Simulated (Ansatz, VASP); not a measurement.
This is a calculation of NbP for VASP 6.6.1.

Contents of INCAR:

```
SYSTEM = NbP
PREC = Accurate
ENCUT = 520
EDIFF = 1E-6
ISMEAR = -1
SIGMA = 0.05
LREAL = .FALSE.
LASPH = .TRUE.
NELM = 100
ALGO = Normal
ISIF = 2
LWAVE = .FALSE.
LCHARG = .FALSE.
GGA = CA
NBANDS = 26
```

The input KPOINTS:

```
regular mesh
0
G
  11 11 11
  0 0 0
```

File POSCAR:

```
NbP
1.0
   -1.6407315532      1.6407315532      5.6229302316
    1.6407315532     -1.6407315532      5.6229302316
    1.6407315532      1.6407315532     -5.6229302316
Nb P
2 2
Direct
    0.2498808000      0.7498808000      0.5000000000
    0.4998808000      0.4998808000      0.0000000000
    0.8327477700      0.3327477700      0.5000000000
    0.0827477700      0.0827477700      0.0000000000
```

Potentials or basis: VASP PAW LDA potentials, release 64 (Nb_sv, P).

Run with:

```bash
$ cat potpaw_LDA.64/Nb_sv/POTCAR potpaw_LDA.64/P/POTCAR > POTCAR
$ mpirun -np 1 vasp_std > vasp.out
```

Problem. Set up the same calculation for Ansatz 0.2.0. Potentials there: Ansatz PAW.

Solution. As run (the cutoff follows the program's own potentials):

File input.yaml:

```yaml
crystal:
  lattice:
    - [-1.6407315532, 1.6407315532, 5.6229302316]
    - [1.6407315532, -1.6407315532, 5.6229302316]
    - [1.6407315532, 1.6407315532, -5.6229302316]
  atoms:
    - { symbol: Nb, position: [0.2498808, 0.7498808, 0.5] }
    - { symbol: Nb, position: [0.4998808, 0.4998808, 0.0] }
    - { symbol: P, position: [0.83274777, 0.33274777, 0.5] }
    - { symbol: P, position: [0.08274777, 0.08274777, 0.0] }
hamiltonian:
  xc: lda
  pseudopotentials: { kind: paw }
kpoints:
  mp_grid: { grid: [11, 11, 11] }
scf:
  occupations: { method: fermi_dirac, width: 0.05 }
output:
  forces: true
  stress: true
  eigenvalues: true
```

Potentials or basis: Ansatz PAW.

Command:

```console
$ ansatz run input.yaml --threads 2 --pin off --max-ram 5632MiB --backend cpu --events-out ev --progress --plain --runs-dir out
```

Both were run:

|  | VASP | Ansatz | Ansatz less VASP |
| --- | --- | --- | --- |
| gap on the k mesh at the Fermi level (eV) | none | none | - |
| pressure (GPa) | 2.7 | 2.8 | +0.16 |
| traceless stress, the component that is largest in VASP (GPa) | -1.18 | -1.17 | +0.007 |
| rms of the force components (eV/Å) | 0.022 | 0.022 | +0.0001 |

LDA's correlation is that of Perdew and Zunger in VASP and of Perdew and Wang (1992) in Ansatz. Atom by atom the forces differ by 0.000 eV/Å (rms over components). A gap of «none» marks a metal or a gap that the smearing closes.
